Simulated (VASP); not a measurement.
# ZrS2 (P-3m1) in VASP: a series of runs

ZrS2 is run at these levels: PBEsol, PBE; tasks: single point.

Everything below comes from runs of VASP 6.6.1. Logs are shortened: lines on timing, memory, paths and dates and some standing lists are left out, and cuts for length are marked.

**1. The cell of the first run**

It takes space group P-3m1 (No. 164, trigonal). The conventional cell has a = 3.674 Å, b = 3.674 Å, c = 5.857 Å, α = 90.00°, β = 90.00°, γ = 120.00°. Zr (site symmetry -3m) has 6 S at 2.57 Å within 3.4 Å. S (site symmetry 3m) has 3 Zr at 2.57 Å within 3.4 Å.

**2. Single point, PBEsol**

File INCAR:

```
PREC     = Accurate       # precision mode
ENCUT    = 500            # plane-wave cutoff, eV
EDIFF    = 1E-6           # SCF threshold, eV
ISMEAR   = 0              # smearing method
SIGMA    = 0.01           # smearing width, eV
LREAL    = False          # projectors in reciprocal space
LASPH    = True           # aspherical terms in the spheres
NELM     = 120            # most SCF steps
ALGO     = Normal         # electronic algorithm
ISIF     = 2              # what is computed and relaxed
LWAVE    = False          # write WAVECAR
LCHARG   = False          # write CHGCAR
GGA      = PS             # functional
NBANDS   = 19             # bands
GGA_COMPAT= False
```

File KPOINTS:

```
Automatic mesh
0
Gamma
  2 2 2
```

File POSCAR:

```
ZrS2
1.0
    3.6743619272      0.0000000000      0.0000000000
   -1.8371809636      3.1820907716      0.0000000000
    0.0000000000      0.0000000000      5.8571358081
Zr S
1 2
Direct
    0.0000000000      0.0000000000      0.0000000000
    0.6666666667      0.3333333333      0.7537648223
    0.3333333333      0.6666666667      0.2462351777
```

Potentials or basis: VASP PAW PBE potentials, release 64 (Zr_sv, S).

The run is started by

```console
$ cat potpaw_PBE.64/Zr_sv/POTCAR potpaw_PBE.64/S/POTCAR > POTCAR
$ mpirun -np 1 vasp_std > vasp.out
```

OUTCAR:

```text
PREC = Accurate
   ENCUT = 500
   EDIFF = 1E-6
   ISMEAR = 0
   LREAL = False
   LASPH = True
   NELM = 120
   ISIF = 2
   GGA = PS

 ion  position               nearest neighbor table
   1  0.000  0.000  0.000-   2 2.57   3 2.57   3 2.57   2 2.57   2 2.57   3 2.57
   2  0.667  0.333  0.754-   1 2.57   1 2.57   1 2.57
   3  0.333  0.667  0.246-   1 2.57   1 2.57   1 2.57

  LATTYP: Found a hexagonal cell.
 ALAT       =     3.6743619272
 C/A-ratio  =     1.5940552194

  Lattice vectors:

 A1 = (   3.6743619272,   0.0000000000,   0.0000000000)
 A2 = (  -1.8371809636,   3.1820907716,   0.0000000000)
 A3 = (   0.0000000000,   0.0000000000,   5.8571358081)

Analysis of symmetry for initial positions (statically):
=====================================================================
 Subroutine PRICEL returns:
 Original cell was already a primitive cell.

 Routine SETGRP: Setting up the symmetry group for a
 hexagonal supercell.

 Subroutine GETGRP returns: Found 12 space group operations
 (whereof 12 operations were pure point group operations)
 out of a pool of 24 trial point group operations.

The static configuration has the point symmetry D_3d.

Analysis of symmetry for dynamics (positions and initial velocities):
=====================================================================
 Subroutine PRICEL returns:
 Original cell was already a primitive cell.

 Routine SETGRP: Setting up the symmetry group for a
 hexagonal supercell.

 Subroutine GETGRP returns: Found 12 space group operations
 (whereof 12 operations were pure point group operations)
 out of a pool of 24 trial point group operations.

The dynamic configuration has the point symmetry D_3d.

 Subroutine INISYM returns: Found 12 space group operations
 (whereof 12 operations are pure point group operations),
 and found     1 'primitive' translations

----------------------------------------------------------------------------------------

                                     Primitive cell

  volume of cell :      68.4825

[... 61 lines left out ...]
   ISTART =      0    job   : 0-new  1-cont  2-samecut
   ICHARG =      2    charge: 1-file 2-atom 10-const
   ISPIN  =      1    spin polarized calculation?
   LNONCOLLINEAR =      F non collinear calculations
   LSORBIT =      F    spin-orbit coupling
   LASPH  =      T    aspherical Exc in radial PAW
   ENCUT  =  500.0 eV  36.75 Ry    6.06 a.u.   6.70  6.70 10.68*2*pi/ulx,y,z
   NELM   =    120;   NELMIN=  2; NELMDL= -5     # of ELM steps
   EDIFF  = 0.1E-05   stopping-criterion for ELM
   LREAL  =      F    real-space projection
   EDIFFG = 0.1E-04   stopping-criterion for IOM
   NSW    =      0    number of steps for IOM
   IBRION =     -1    ionic relax: 0-MD 1-quasi-New 2-CG
   NFREE  =      0    steps in history (QN), initial steepest desc. (CG)
   ISIF   =      2    stress and relaxation
   ISYM   =      2    0-nonsym 1-usesym 2-fastsym
   POTIM  = 0.5000    time-step for ionic-motion
   TEBEG  =    0.0;   TEEND  =   0.0 temperature during run
   PSTRESS=    0.0 pullay stress
   NELECT =      24.0000    total number of electrons
   NUPDOWN=      -1.0000    fix difference up-down
   EMIN   =  10.00;   EMAX   =-10.00  energy-range for DOS
   EFERMI =   0.00;   METHOD = LEGACY
   ISMEAR =     0;   SIGMA  =   0.01  broadening in eV -4-tet -1-fermi 0-gaus
   EFERMI_NEDOS =   21; number of points for ismear=-14 and -15
   IALGO  =     38    algorithm
   IMIX   =      4    mixing-type and parameters
     AMIX     =   0.40;   BMIX     =  1.00
     AMIX_MAG =   1.60;   BMIX_MAG =  1.00
  volume/ion in A,a.u.               =      22.83       154.05
  Fermi-wavevector in a.u.,A,eV,Ry     =   1.154211  2.181143 18.125731  1.332204
  Thomas-Fermi vector in A             =   2.290849
   LORBIT       =      0    0 simple, 1 ext, 2 COOP (PROOUT), +10 PAW based schemes
   GGA     = PS    functional components
   LHFCALC =     F    Hartree Fock is set to
   AEXX    =    0.0000 exact exchange contribution
   IVDW    =     0    specifies the selected vdW correction
   LEPSILON=     F    determine dielectric tensor
   LRPA    =     F    only Hartree local field effects (RPA)
 non-spin polarized calculation
 Gauss-broadening in eV      SIGMA  =   0.01
  energy-cutoff  :      500.00
  volume of cell :       68.48
 maximum number of plane-waves:      1785
 NGX is ok and might be reduce to    28
   NGX = 13   NGY = 13   NGZ = 21

 number of electron      23.9999999 magnetization

 Free energy of the ion-electron system (eV)
  ---------------------------------------------------
  ext. energy  EPLUGINS =         0.00000000
  ---------------------------------------------------
  free energy    TOTEN  =       -21.52115427 eV

  energy without entropy =      -21.52115427  energy(sigma->0) =      -21.52115427

 E-fermi :   4.8234     XC(G=0):  -9.7247

 val. band max:        4.7713263055   @ k =   0.0000   0.0000   0.0000
 cond. band min:       5.3031063593   @ k =   0.5000   0.0000   0.5000
 fundamental gap:      0.5317800538
 Fermi energy:         4.8233811065

 k-point     1 :       0.0000    0.0000    0.0000
  band No.  band energies     occupation
      1     -44.6777      2.00000
      2     -22.7967      2.00000
      3     -22.5792      2.00000
      4     -22.5792      2.00000
      5      -7.9973      2.00000
      6      -6.4480      2.00000
[... 65 lines left out ...]
      6      -6.3920      2.00000
[... 11 lines left out ...]
     18      10.8507      0.00000
     19      11.7538      0.00000

------------------------ aborting loop because EDIFF is reached ----------------------------------------

  FORCE on cell =-STRESS in cart. coord.  units (eV):
  Direction    XX          YY          ZZ          XY          YZ          ZX
  --------------------------------------------------------------------------------------
  -------------------------------------------------------------------------------------
  Total        1.4807097      1.4807097     -0.8915492     -0.0000000      0.0000000      0.0000000
  in kB       34.6418217     34.6418217    -20.8581642     -0.0000000      0.0000000      0.0000000
  external PRESSURE =      16.1418264 kB  Pullay stress =       0.0000000 kB

 VOLUME and BASIS-vectors are now :
 -----------------------------------------------------------------------------
  energy-cutoff  :      500.00
  volume of cell :       68.48
      direct lattice vectors                 reciprocal lattice vectors
     3.674361927  0.000000000  0.000000000     0.272156097  0.157129396  0.000000000
    -1.837180964  3.182090772  0.000000000     0.000000000  0.314258791  0.000000000
     0.000000000  0.000000000  5.857135808     0.000000000  0.000000000  0.170731913

 POSITION                                       TOTAL-FORCE (eV/Angst)
 -----------------------------------------------------------------------------------
      0.00000      0.00000      0.00000        -0.000000      0.000000      0.000000
      1.83718      1.06070      4.41490         0.000000     -0.000000      0.624205
     -0.00000      2.12139      1.44223        -0.000000      0.000000     -0.624205
 -----------------------------------------------------------------------------------
    total drift:                                0.000000      0.000000     -0.000000

  FREE ENERGIE OF THE ION-ELECTRON SYSTEM (eV)
  ---------------------------------------------------
  free  energy   TOTEN  =       -21.5211542745 eV

  energy  without entropy=      -21.5211542745  energy(sigma->0) =      -21.52115427
```

stdout:

```text
POSCAR found type information on POSCAR ZrS
 POSCAR found :  2 types and       3 ions
 scaLAPACK will be used
 -----------------------------------------------------------------------------
|                                                                             |
|                                                                             |
|     You enforced a specific xc type in the INCAR file but a different       |
|     I HOPE YOU KNOW WHAT YOU ARE DOING!                                     |
|                                                                             |
 -----------------------------------------------------------------------------

 LDA part: xc-table for (Slater+PW92), standard interpolation
 POSCAR, INCAR and KPOINTS ok, starting setup
 FFT: planning ... GRIDC
 FFT: planning ... GRID_SOFT
 FFT: planning ... GRID
 WAVECAR not read
 entering main loop
```

Run time: 6.5 s. Hardware: 1 thread of Intel Xeon 6975P-C (Granite Rapids), shared host; peak memory 0.17 GiB.

Results:

```yaml
Free_energy: -21.5212 eV
Pressure: 1.6 GPa
Largest_force: 0.624 eV/Å
Band_gap_on_the_k_mesh: 0.53 eV, indirect (least direct gap 1.11 eV)
```

Forces in eV/Å, atoms in the order of the input:
```
Zr   0.000  0.000  0.000
S    0.000  0.000  0.624
S    0.000  0.000 -0.624
```

Stress tensor (GPa, compression positive):
```
 3.46  0.00  0.00
 0.00  3.46  0.00
 0.00  0.00 -2.09
```

Caveat: the k points lie up to 0.99 Å⁻¹ apart; the PAW data sets were made with another functional, which shifts forces and pressure a little; this functional lacks dispersion, which binds the layers, so the pressure and a relaxed spacing across them are unreliable. A k mesh can miss the band edges.

**3. Single point, PBE**

File INCAR:

```
ALGO = Normal ; EDIFF = 1E-6
ENCUT = 500 ; GGA = PE
GGA_COMPAT = F ; ISIF = 2
ISMEAR = 0 ; LASPH = T
LCHARG = F ; LREAL = F
LWAVE = F ; NBANDS = 19
NELM = 120 ; PREC = Accurate
SIGMA = 0.01
```

File KPOINTS:

```
k-points
0
Gamma
  6 6 2
```

POSCAR is that of step 2.

Potentials or basis: VASP PAW PBE potentials, release 64 (Zr_sv, S).

The run is started by

```console
$ cat potpaw_PBE.64/Zr_sv/POTCAR potpaw_PBE.64/S/POTCAR > POTCAR
$ mpirun -np 1 vasp_std > vasp.out
```

Wall time 11 s (1 thread of Intel Xeon 6975P-C (Granite Rapids), shared host); peak memory 0.18 GiB.

The run converged. Its results:

```
Free energy            : -21.3922 eV
Pressure               : 1.4 GPa
Largest force          : 0.030 eV/Å
Band gap on the k mesh : 0.88 eV, indirect (least direct gap 1.50 eV)
```

Forces in eV/Å, atoms in the order of the input:
```
Zr   0.000  0.000  0.000
S    0.000  0.000 -0.030
S    0.000  0.000  0.030
```

Stress tensor (GPa, compression positive):
```
1.09 0.00 0.00
0.00 1.09 0.00
0.00 0.00 2.00
```

Levels at points of the mesh, in eV from the valence-band top:
| k point | band 9 | band 10 | band 11 | band 12 | band 13 | band 14 | band 15 | band 16 |
| --- | --- | --- | --- | --- | --- | --- | --- | --- |
| (0.00, 0.00, 0.00) | -2.88 | -0.17 | -0.17 | 0.00 | 1.50 | 1.50 | 2.31 | 4.85 |
| (0.50, 0.00, 0.00) | -2.54 | -2.52 | -1.89 | -1.31 | 1.06 | 3.19 | 3.47 | 5.66 |
| (0.00, 0.00, 0.50) | -2.84 | -1.82 | -0.31 | -0.31 | 1.46 | 1.46 | 2.64 | 5.25 |
| (0.50, 0.00, 0.50) | -2.70 | -2.32 | -1.03 | -0.81 | 0.88 | 3.18 | 3.47 | 5.15 |

Caveat: the k points lie up to 0.54 Å⁻¹ apart; this functional lacks dispersion, which binds the layers, so the pressure and a relaxed spacing across them are unreliable.

**4. Single point, PBEsol**

File INCAR:

```
PREC = Accurate
ENCUT = 500
EDIFF = 1E-6
ISMEAR = 0
SIGMA = 0.01
LREAL = False
LASPH = True
NELM = 120
ALGO = Normal
ISIF = 2
LWAVE = False
LCHARG = True
GGA = PS
LELF = True
LVHAR = True
NBANDS = 19
GGA_COMPAT = False
```

File KPOINTS:

```
Automatic mesh
0
Gamma
  6 6 4
```

POSCAR is that of step 3.

The run is started by

```console
$ cat potpaw_PBE.64/Zr_sv/POTCAR potpaw_PBE.64/S/POTCAR > POTCAR
$ mpirun -np 1 vasp_std > vasp.out
```

Run time: 17 s. Hardware: 1 thread of Intel Xeon 6975P-C (Granite Rapids), shared host; peak memory 0.19 GiB.

Results (log left out):

```
Free energy            : -22.5387 eV
Pressure               : -1.8 GPa
Largest force          : 0.126 eV/Å
Band gap on the k mesh : 0.81 eV, indirect (least direct gap 1.45 eV)
```

Forces in eV/Å, atoms in the order of the input:
```
Zr   0.000  0.000  0.000
S    0.000  0.000  0.126
S    0.000  0.000 -0.126
```

Stress tensor (GPa, compression positive):
```
-2.30  0.00  0.00
 0.00 -2.30  0.00
 0.00  0.00 -0.82
```

Levels at points of the mesh, in eV from the valence-band top:
| k point | band 10 | band 11 | band 12 | band 13 | band 14 | band 15 |
| --- | --- | --- | --- | --- | --- | --- |
| (0.00, 0.00, 0.00) | -0.16 | -0.16 | 0.00 | 1.45 | 1.45 | 2.25 |
| (0.50, 0.00, 0.00) | -2.55 | -1.93 | -1.32 | 1.00 | 3.16 | 3.43 |
| (0.00, 0.00, 0.50) | -1.87 | -0.31 | -0.31 | 1.41 | 1.41 | 2.59 |
| (0.50, 0.00, 0.50) | -2.35 | -1.03 | -0.82 | 0.81 | 3.14 | 3.43 |

Caveat: the PAW data sets were made with another functional, which shifts forces and pressure a little; this functional lacks dispersion, which binds the layers, so the pressure and a relaxed spacing across them are unreliable. A k mesh can miss the band edges.

**5. Single point, PBEsol**

File INCAR:

```
SYSTEM = ZrS2
PREC = Accurate
ENCUT = 500
EDIFF = 1E-6
ISMEAR = 0
SIGMA = 0.01
LREAL = .False.
LASPH = .True.
NELM = 120
ALGO = Normal
ISIF = 2
LWAVE = .False.
LCHARG = .False.
GGA = PS
NBANDS = 19
GGA_COMPAT = .False.
```

File KPOINTS:

```
regular mesh
0
Gamma
  6 6 4
  0 0 0
```

POSCAR is that of step 4.

The run is started by

```console
$ cat potpaw_PBE.64/Zr_sv/POTCAR potpaw_PBE.64/S/POTCAR > POTCAR
$ mpirun -np 1 vasp_std > vasp.out
```

It took 17 s on 1 thread of Intel Xeon 6975P-C (Granite Rapids), shared host; peak memory 0.19 GiB.

Results (log left out):

```yaml
Free_energy: -22.5387 eV
Pressure: -1.8 GPa
Largest_force: 0.126 eV/Å
Band_gap_on_the_k_mesh: 0.81 eV, indirect (least direct gap 1.45 eV)
```

Forces on the atoms (eV/Å):
```
Zr   0.000  0.000  0.000
S    0.000  0.000  0.126
S    0.000  0.000 -0.126
```

Stress tensor (GPa, compression positive):
```
-2.30  0.00  0.00
 0.00 -2.30  0.00
 0.00  0.00 -0.82
```

Levels at points of the mesh, in eV from the valence-band top:
| k point | band 10 | band 11 | band 12 | band 13 | band 14 | band 15 |
| --- | --- | --- | --- | --- | --- | --- |
| (0.00, 0.00, 0.00) | -0.16 | -0.16 | 0.00 | 1.45 | 1.45 | 2.25 |
| (0.50, 0.00, 0.00) | -2.55 | -1.93 | -1.32 | 1.00 | 3.16 | 3.43 |
| (0.00, 0.00, 0.50) | -1.87 | -0.31 | -0.31 | 1.41 | 1.41 | 2.59 |
| (0.50, 0.00, 0.50) | -2.35 | -1.03 | -0.82 | 0.81 | 3.14 | 3.43 |

Caveat: the PAW data sets were made with another functional, which shifts forces and pressure a little; this functional lacks dispersion, which binds the layers, so the pressure and a relaxed spacing across them are unreliable. A hybrid or GW would open this gap; PBEsol tends to underestimate it.

(Continued in part 2 of 2.)
